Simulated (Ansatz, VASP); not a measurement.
AlN: VASP beside Ansatz

```
CELL_PARAMETERS angstrom
3.11100 0.01556 0.01556
-1.54203 2.68643 0.00569
0.02489 0.02489 4.97800
ATOMIC_POSITIONS crystal
Al 0.33333 0.66667 0.00000
Al 0.66667 0.33333 0.50000
N 0.33333 0.66667 0.38500
N 0.66667 0.33333 0.88500
```

Change from the starting cell: equal xy, yz and zx shear strains of +1 %, crystal datasets.

Alike in both runs: task electric field gradients; functional PBEsol; k mesh 10 × 10 × 6; occupations fermi-dirac, width 0.03 eV; no spin polarisation.

|  | VASP | Ansatz |
| --- | --- | --- |
| version | VASP 6.6.1 | Ansatz 0.2.0 |
| potentials or method | VASP PAW PBE potentials, release 64 (Al, N), cutoff 520 eV | all-electron PAW with datasets made for the crystal, scalar-relativistic |

```csv
,VASP,Ansatz,Ansatz less VASP
gap on the k mesh at the Fermi level (eV),4.08,4.08,-0.006
pressure (GPa),0.6,0.5,-0.12
"traceless stress, the component that is largest in VASP (GPa)",-1.80,-1.78,+0.021
rms of the force components (eV/Å),0.127,0.126,-0.0011
size of Vzz on the site where it differs most (V/Å²),8.7,8.3,-0.31
```

VASP's potentials were made for PBE, not for PBEsol. Atom by atom the forces differ by 0.001 eV/Å (rms over components). Ansatz ran all-electron here, and VASP with PAW potentials.
